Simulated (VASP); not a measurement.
Here is a VASP 6.6.1 calculation.

The input POSCAR:

```
BN
1.0
    2.4882474826      0.0027783522     -0.2444865124
   -1.2344752300      2.1604232930      0.2445306024
   -0.9249799228     -0.9087833053      3.3134102742
B N
1 1
Direct
    0.9910320786      0.9914197637     -0.0061621980
    0.6571169214      0.3244642363      0.9929671980
```

INCAR.step1

```
ALGO = Normal
EDIFF = 1E-8
ENCUT = 500
GGA = PE
ISMEAR = 0
LASPH = T
LCHARG = F
LREAL = F
LWAVE = T
NELM = 80
PREC = Accurate
SIGMA = 0.01
```

File INCAR.step2:

```
ALGO = Exact
EDIFF = 1E-8
ENCUT = 500
GGA = PE
ISMEAR = 0
ISTART = 1
LASPH = T
LCHARG = F
LOPTICS = T
LREAL = F
LWAVE = T
NBANDS = 70
NELM = 1
PREC = Accurate
SIGMA = 0.01
```

Contents of INCAR.step3:

```
ALGO = EVGW0
EDIFF = 1E-8
ENCUT = 500
ENCUTGW = 140.0
GGA = PE
ISMEAR = 0
ISTART = 1
LASPH = T
LCHARG = F
LREAL = F
LWAVE = F
NBANDS = 70
NBANDSGW = 12
NELMGW = 1
NOMEGA = 48
PREC = Accurate
PRECFOCK = Fast
SIGMA = 0.01
```

KPOINTS

```
k-points
0
Gamma
  6 6 6
```

Potentials or basis: VASP PAW PBE potentials, release 64 (B_GW, N_GW).

Command:

```bash
$ cat potpaw_PBE.64/B_GW/POTCAR potpaw_PBE.64/N_GW/POTCAR > POTCAR
$ cp INCAR.step1 INCAR
$ mpirun -np 1 vasp_std > vasp.out
$ cp INCAR.step2 INCAR
$ mpirun -np 1 vasp_std > vasp.out
$ cp INCAR.step3 INCAR
$ mpirun -np 1 vasp_std > vasp.out
```

**Question.** Estimate the quasiparticle gap.

**Answer.** 5.72 eV.

**Question.** Predict the least direct quasiparticle gap.

**Answer.** 6.36 eV.

**Question.** Estimate the band gap of the starting levels on the mesh.

**Answer.** 4.22 eV.

**Question.** Estimate the least direct gap of the starting levels on the mesh.

**Answer.** 4.72 eV.

Caveat: the k points lie up to 0.50 Å⁻¹ apart; bands, screening cutoff and mesh are small and nothing is extrapolated, so the quasiparticle values aren't converged.
